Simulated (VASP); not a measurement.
# Se (Im-3m) in VASP: further runs

Se is run at these levels: PBE; tasks: density of states.

Program: VASP 6.6.1. These are calculated values, not measurements. Logs are shortened: lines on timing, memory, paths and dates and some standing lists are left out, and cuts for length are marked.

**1. The cell of the first run**

The structure is cubic, space group Im-3m (No. 229). Conventional cell: a = 2.597 Å, b = 2.597 Å, c = 2.597 Å, α = 90.00°, β = 90.00°, γ = 90.00°. Within 3.0 Å of Se (site symmetry m-3m) lie 14 Se at 2.25 to 2.60 Å.

**2. Density of states, PBE (volume scaled by 0.43)**

Contents of POSCAR:

```
Se
1.0
   -1.2987063916      1.2987063916      1.2987063916
    1.2987063916     -1.2987063916      1.2987063916
    1.2987063916      1.2987063916     -1.2987063916
Se
1
Direct
    0.0000000000      0.0000000000      0.0000000000
```

Contents of INCAR.step1:

```
SYSTEM = Se
PREC = Accurate
ENCUT = 520
EDIFF = 1E-7
ISMEAR = -1
SIGMA = 0.08
LREAL = .False.
LASPH = .True.
NELM = 80
ALGO = Normal
ISIF = 2
LWAVE = .False.
LCHARG = .True.
GGA = PE
NBANDS = 9
```

Contents of KPOINTS.step1:

```
regular mesh
0
Gamma
  17 17 17
  0 0 0
```

Contents of INCAR.step2:

```
SYSTEM = Se
PREC = Accurate
ENCUT = 520
EDIFF = 1E-7
ISMEAR = -5
SIGMA = 0.08
LREAL = .False.
LASPH = .True.
NELM = 80
ALGO = Normal
ISIF = 2
LWAVE = .False.
LCHARG = .False.
GGA = PE
LORBIT = 11
NBANDS = 9
NEDOS = 1001
ICHARG = 11
```

Contents of KPOINTS.step2:

```
regular mesh
0
Gamma
  26 26 26
  0 0 0
```

Potentials or basis: VASP PAW PBE potentials, release 64 (Se).

Started as:

```console
$ cat potpaw_PBE.64/Se/POTCAR > POTCAR
$ cp INCAR.step1 INCAR
$ cp KPOINTS.step1 KPOINTS
$ mpirun -np 1 vasp_std > vasp.out
$ cp INCAR.step2 INCAR
$ cp KPOINTS.step2 KPOINTS
$ mpirun -np 1 vasp_std > vasp.out
```

OUTCAR:

```text
SYSTEM = Se
   PREC = Accurate
   ENCUT = 520
   EDIFF = 1E-7
   ISMEAR = -5
   LREAL = .False.
   LASPH = .True.
   NELM = 80
   ISIF = 2
   GGA = PE
   LORBIT = 11
   ICHARG = 11

 ion  position               nearest neighbor table
   1  0.000  0.000  0.000-

  LATTYP: Found a body centered cubic cell.
 ALAT       =     2.5974127832

  Lattice vectors:

 A1 = (  -1.2987063916,   1.2987063916,   1.2987063916)
 A2 = (   1.2987063916,  -1.2987063916,   1.2987063916)
 A3 = (   1.2987063916,   1.2987063916,  -1.2987063916)

Analysis of symmetry for initial positions (statically):
=====================================================================
 Subroutine PRICEL returns:
 Original cell was already a primitive cell.

 Routine SETGRP: Setting up the symmetry group for a
 body centered cubic supercell.

 Subroutine GETGRP returns: Found 48 space group operations
 (whereof 48 operations were pure point group operations)
 out of a pool of 48 trial point group operations.

The static configuration has the point symmetry O_h .

Analysis of symmetry for dynamics (positions and initial velocities):
=====================================================================
 Subroutine PRICEL returns:
 Original cell was already a primitive cell.

 Routine SETGRP: Setting up the symmetry group for a
 body centered cubic supercell.

 Subroutine GETGRP returns: Found 48 space group operations
 (whereof 48 operations were pure point group operations)
 out of a pool of 48 trial point group operations.

The dynamic configuration has the point symmetry O_h .

 Subroutine INISYM returns: Found 48 space group operations
 (whereof 48 operations are pure point group operations),
 and found     1 'primitive' translations

----------------------------------------------------------------------------------------

                                     Primitive cell

  volume of cell :       8.7618

  direct lattice vectors                    reciprocal lattice vectors
    -1.298706392  1.298706392  1.298706392     0.000000000  0.384998490  0.384998490
     1.298706392 -1.298706392  1.298706392     0.384998490  0.000000000  0.384998490
     1.298706392  1.298706392 -1.298706392     0.384998490  0.384998490  0.000000000

  length of vectors
     2.249425454  2.249425454  2.249425454     0.544470086  0.544470086  0.544470086

  position of ions in fractional coordinates (direct lattice)
     0.000000000  0.000000000  0.000000000

  ion indices of the primitive-cell ions
   primitive index   ion index
                 1           1

----------------------------------------------------------------------------------------

 KPOINTS: regular mesh

Automatic generation of k-mesh.
 Grid dimensions read from file:
 generate k-points for:   26   26   26

 Generating k-lattice:

  Cartesian coordinates                     Fractional coordinates (reciprocal lattice)
     0.000000000  0.014807634  0.014807634     0.038461538  0.000000000  0.000000000
     0.014807634  0.000000000  0.014807634     0.000000000  0.038461538  0.000000000
     0.014807634  0.014807634  0.000000000     0.000000000  0.000000000  0.038461538

  Length of vectors
     0.020941157  0.020941157  0.020941157

  Shift w.r.t. Gamma in fractional coordinates (k-lattice)
     0.000000000  0.000000000  0.000000000

 TETIRR: Found  21036 inequivalent tetrahedra from   105456

 Subroutine IBZKPT returns following result:
 ===========================================

 Found    511 irreducible k-points:

 Following reciprocal coordinates:
            Coordinates               Weight
  0.000000  0.000000  0.000000      1.000000
  0.038462  0.000000  0.000000     12.000000
  0.076923  0.000000  0.000000     12.000000
  0.115385  0.000000  0.000000     12.000000
  0.153846  0.000000  0.000000     12.000000
  0.192308  0.000000  0.000000     12.000000
[... 16 lines left out ...]
  0.346154  0.038462 -0.000000     48.000000
  0.384615  0.038462  0.000000     48.000000
 [... further k-points ...]
   k-points           NKPTS =    511   k-points in BZ     NKDIM =    511   number of bands    NBANDS=      9
   number of dos      NEDOS =   1001   number of ions     NIONS =      1
   total plane-waves  NPLWV =   5832
   dimension x,y,z NGX =    18 NGY =   18 NGZ =   18
   dimension x,y,z NGXF=    36 NGYF=   36 NGZF=   36
   ions per type =               1
   NGX,Y,Z   is equivalent  to a cutoff of  13.30, 13.30, 13.30 a.u.
   NGXF,Y,Z  is equivalent  to a cutoff of  26.61, 26.61, 26.61 a.u.
 SYSTEM =  Se
   PREC   = accura    normal or accurate (medium, high low for compatibility)
   ISTART =      0    job   : 0-new  1-cont  2-samecut
   ICHARG =     11    charge: 1-file 2-atom 10-const
   ISPIN  =      1    spin polarized calculation?
   LNONCOLLINEAR =      F non collinear calculations
   LSORBIT =      F    spin-orbit coupling
   LASPH  =      T    aspherical Exc in radial PAW
   ENCUT  =  520.0 eV  38.22 Ry    6.18 a.u.   4.18  4.18  4.18*2*pi/ulx,y,z
   NELM   =     80;   NELMIN=  2; NELMDL=  0     # of ELM steps
   EDIFF  = 0.1E-06   stopping-criterion for ELM
   LREAL  =      F    real-space projection
   EDIFFG = 0.1E-05   stopping-criterion for IOM
   NSW    =      0    number of steps for IOM
   IBRION =     -1    ionic relax: 0-MD 1-quasi-New 2-CG
   NFREE  =      0    steps in history (QN), initial steepest desc. (CG)
   ISIF   =      2    stress and relaxation
   ISYM   =      2    0-nonsym 1-usesym 2-fastsym
   POTIM  = 0.5000    time-step for ionic-motion
   TEBEG  =    0.0;   TEEND  =   0.0 temperature during run
   PSTRESS=    0.0 pullay stress
   NELECT =       6.0000    total number of electrons
   NUPDOWN=      -1.0000    fix difference up-down
   EMIN   =  10.00;   EMAX   =-10.00  energy-range for DOS
   EFERMI =   0.00;   METHOD = LEGACY
   ISMEAR =    -5;   SIGMA  =   0.08  broadening in eV -4-tet -1-fermi 0-gaus
   EFERMI_NEDOS =   21; number of points for ismear=-14 and -15
   IALGO  =     38    algorithm
   IMIX   =      4    mixing-type and parameters
     AMIX     =   0.40;   BMIX     =  1.00
     AMIX_MAG =   1.60;   BMIX_MAG =  1.00
  volume/ion in A,a.u.               =       8.76        59.13
  Fermi-wavevector in a.u.,A,eV,Ry     =   1.442982  2.726841 28.330014  2.082197
  Thomas-Fermi vector in A             =   2.561441
   LORBIT       =     11    0 simple, 1 ext, 2 COOP (PROOUT), +10 PAW based schemes
   GGA     = PE    functional components
   LHFCALC =     F    Hartree Fock is set to
   AEXX    =    0.0000 exact exchange contribution
   IVDW    =     0    specifies the selected vdW correction
   LEPSILON=     F    determine dielectric tensor
   LRPA    =     F    only Hartree local field effects (RPA)
 non-spin polarized calculation
 Fermi weights with tetrahedron method with Bloechl corrections
  energy-cutoff  :      520.00
  volume of cell :        8.76
 maximum number of plane-waves:       244
 NGX is ok and might be reduce to    18

 number of electron       5.9999999 magnetization

 Free energy of the ion-electron system (eV)
  ---------------------------------------------------
  ext. energy  EPLUGINS =         0.00000000
  ---------------------------------------------------
  free energy    TOTEN  =         3.80216464 eV

  energy without entropy =        3.80216464  energy(sigma->0) =        3.80216464

 E-fermi :  20.6175     XC(G=0): -14.7979

 val. band max:       20.7302926020   @ k =  -0.4615  -0.4615   0.3846
 cond. band min:      20.4110107780   @ k =   0.1154   0.1154   0.1154
 fundamental gap:     -0.3192818240
 Fermi energy:        20.6175300474

 k-point     1 :       0.0000    0.0000    0.0000
  band No.  band energies     occupation
      1      -7.8794      2.00000
      2      31.2688      0.00000
      3      31.2688      0.00000
      4      31.2688      0.00000
      5      35.6048      0.00000
      6      35.6048      0.00000
      7      35.6048      0.00000
      8      39.0474      0.00000
      9      39.0476      0.00000

 k-point     2 :       0.0385    0.0000    0.0000
  band No.  band energies     occupation
      1      -7.8124      2.00000
      2      30.4788      0.00000
      3      30.7434      0.00000
      4      31.1457      0.00000
      5      35.0799      0.00000
      6      35.5391      0.00000
      7      36.2286      0.00000
      8      37.9114      0.00000
      9      38.2895      0.00000

 k-point     3 :       0.0769    0.0000    0.0000
  band No.  band energies     occupation
      1      -7.6115      2.00000
      2      28.5788      0.00000
      3      29.6389      0.00000
      4      30.7828      0.00000
      5      34.0495      0.00000
      6      34.9512      0.00000
      7      37.6290      0.00000
      8      37.6698      0.00000
      9      37.8227      0.00000

 k-point     4 :       0.1154    0.0000    0.0000
  band No.  band energies     occupation
      1      -7.2764      2.00000
      2      26.1958      0.00000
      3      28.4103      0.00000
      4      30.2150      0.00000
      5      32.9594      0.00000
      6      34.1101      0.00000
      7      37.4175      0.00000
      8      38.3505      0.00000
      9      39.3529      0.00000

 k-point     5 :       0.1538    0.0000    0.0000
  band No.  band energies     occupation
      1      -6.8070      2.00000
      2      23.6491     -0.01412
      3      27.2077      0.00000
      4      29.5126      0.00000
      5      31.9272      0.00000
      6      33.3033      0.00000
      7      37.4931      0.00000
      8      39.0304      0.00000
      9      41.2535      0.00000

 k-point     6 :       0.1923    0.0000    0.0000
  band No.  band energies     occupation
      1      -6.2031      2.00000
      2      21.0764      0.50098
      3      26.0834      0.00000
      4      28.7550      0.00000
      5      30.9866      0.00000
      6      32.5728      0.00000
      7      37.8376      0.00000
      8      39.7690      0.00000
      9      43.2799      0.00000
[... 169 lines left out ...]
 k-point    21 :       0.2692    0.0385    0.0000
  band No.  band energies     occupation
      1      -4.0536      2.00000
      2      14.9191      2.00000
      3      23.2862     -0.00186
      4      26.1981      0.00000
      5      29.9307      0.00000
      6      31.6289      0.00000
      7      38.9785      0.00000
      8      42.5505      0.00000
      9      48.4495      0.00000

 k-point    22 :       0.3077    0.0385   -0.0000
  band No.  band energies     occupation
      1      -2.9783      2.00000
      2      12.5951      2.00000
      3      22.5819     -0.01728
      4      25.6156      0.00000
      5      29.3846      0.00000
      6      31.2009      0.00000
      7      39.9151      0.00000
      8      43.5389      0.00000
      9      50.7513      0.00000

 k-point    23 :       0.3462    0.0385   -0.0000
  band No.  band energies     occupation
      1      -1.7691      2.00000
      2      10.3770      2.00000
      3      22.0120     -0.06287
      4      25.1408      0.00000
      5      28.9441      0.00000
      6      30.8549      0.00000
      7      40.9858      0.00000
      8      44.6102      0.00000
      9      51.3564      0.00000

 k-point    24 :       0.3846    0.0385    0.0000
  band No.  band energies     occupation
      1      -0.4275      2.00000
      2       8.2733      2.00000
      3      21.5807     -0.07077
      4      24.7801      0.00000
      5      28.6119      0.00000
      6      30.5940      0.00000
      7      42.1779      0.00000
      8      45.7617      0.00000
      9      49.8053      0.00000

 [... further k-points ...]
[... 5 lines left out ...]
  --------------------------------------------------------------------------------------
  -------------------------------------------------------------------------------------
  Total       21.5505128     21.5505128     21.5505128      0.0000000      0.0000000     -0.0000000
  in kB     3940.7171712   3940.7171712   3940.7171712      0.0000000      0.0000000     -0.0000000
  external PRESSURE =    3940.7171712 kB  Pullay stress =       0.0000000 kB

 VOLUME and BASIS-vectors are now :
 -----------------------------------------------------------------------------
  energy-cutoff  :      520.00
  volume of cell :        8.76
      direct lattice vectors                 reciprocal lattice vectors
    -1.298706392  1.298706392  1.298706392     0.000000000  0.384998490  0.384998490
     1.298706392 -1.298706392  1.298706392     0.384998490  0.000000000  0.384998490
     1.298706392  1.298706392 -1.298706392     0.384998490  0.384998490  0.000000000

 POSITION                                       TOTAL-FORCE (eV/Angst)
 -----------------------------------------------------------------------------------
      0.00000      0.00000      0.00000         0.000000     -0.000000     -0.000000
 -----------------------------------------------------------------------------------
    total drift:                                0.000000     -0.000000      0.000000

  FREE ENERGIE OF THE ION-ELECTRON SYSTEM (eV)
  ---------------------------------------------------
  free  energy   TOTEN  =         3.8021646362 eV

  energy  without entropy=        3.8021646362  energy(sigma->0) =        3.80216464

 total charge

# of ion       s       p       d       tot
------------------------------------------
    1        1.583   2.580   0.556   4.719
```

Wall time 43 s (1 thread of Intel Xeon Platinum 8259CL at 2.50GHz (Skylake/Cascade Lake), shared host); peak memory 0.18 GiB.

Results:

```yaml
Valence_electrons_inside_the_program's_atomic_spheres: Se 4.72
```

Levels at points of the mesh, in eV from the Fermi level:
| k point | band 1 | band 2 | band 3 | band 4 | band 5 | band 6 | band 7 |
| --- | --- | --- | --- | --- | --- | --- | --- |
| (0.00, 0.00, 0.00) | -28.50 | 10.65 | 10.65 | 10.65 | 14.99 | 14.99 | 14.99 |
| (0.50, 0.00, 0.00) | -17.45 | -16.84 | 0.94 | 4.59 | 6.79 | 9.18 | 25.22 |
| (0.50, 0.50, 0.50) | -8.11 | -8.11 | -8.11 | -5.89 | -1.75 | -1.75 | 33.22 |

Caveat: tetrahedron occupations give inexact forces and stress in metals.

**3. Density of states, PBE (volume scaled by 0.43)**

POSCAR is that of step 2.

Contents of INCAR.step1:

```
PREC     = Accurate       # precision mode
ENCUT    = 520            # plane-wave cutoff, eV
EDIFF    = 1E-7           # SCF threshold, eV
ISMEAR   = -1             # smearing method
SIGMA    = 0.08           # smearing width, eV
LREAL    = False          # projectors in reciprocal space
LASPH    = True           # aspherical terms in the spheres
NELM     = 60             # most SCF steps
ALGO     = Normal         # electronic algorithm
ISIF     = 2              # what is computed and relaxed
LWAVE    = False          # write WAVECAR
LCHARG   = True           # write CHGCAR
GGA      = PE             # functional
NBANDS   = 9              # bands
```

Contents of KPOINTS.step1:

```
Automatic mesh
0
Gamma
  17 17 17
```

Contents of INCAR.step2:

```
PREC     = Accurate       # precision mode
ENCUT    = 520            # plane-wave cutoff, eV
EDIFF    = 1E-7           # SCF threshold, eV
ISMEAR   = -5             # smearing method
SIGMA    = 0.08           # smearing width, eV
LREAL    = False          # projectors in reciprocal space
LASPH    = True           # aspherical terms in the spheres
NELM     = 60             # most SCF steps
ALGO     = Normal         # electronic algorithm
ISIF     = 2              # what is computed and relaxed
LWAVE    = False          # write WAVECAR
LCHARG   = False          # write CHGCAR
GGA      = PE             # functional
LORBIT   = 11             # projections on sites
NEDOS    = 1001           # points of the DOS
ICHARG   = 11             # starting density
```

Contents of KPOINTS.step2:

```
Automatic mesh
0
Gamma
  26 26 26
```

Potentials or basis: VASP PAW PBE potentials, release 64 (Se).

Started as:

```console
$ cat potpaw_PBE.64/Se/POTCAR > POTCAR
$ cp INCAR.step1 INCAR
$ cp KPOINTS.step1 KPOINTS
$ mpirun -np 1 vasp_std > vasp.out
$ cp INCAR.step2 INCAR
$ cp KPOINTS.step2 KPOINTS
$ mpirun -np 1 vasp_std > vasp.out
```

Run time: 34 s. Hardware: 1 thread of Intel Xeon Platinum 8259CL at 2.50GHz (Skylake/Cascade Lake), shared host; peak memory 0.16 GiB.

Results (log left out):

* Valence electrons inside the program's atomic spheres: Se 4.72

Levels at points of the mesh, in eV from the Fermi level:
```csv
k point,band 1,band 2,band 3,band 4,band 5,band 6,band 7
"(0.00, 0.00, 0.00)",-28.50,10.65,10.65,10.65,14.99,14.99,14.99
"(0.50, 0.00, 0.00)",-17.45,-16.84,0.94,4.59,6.79,9.18,25.22
"(0.50, 0.50, 0.50)",-8.11,-8.11,-8.11,-5.89,-1.75,-1.75,33.22
```

Caveat: tetrahedron occupations give inexact forces and stress in metals.
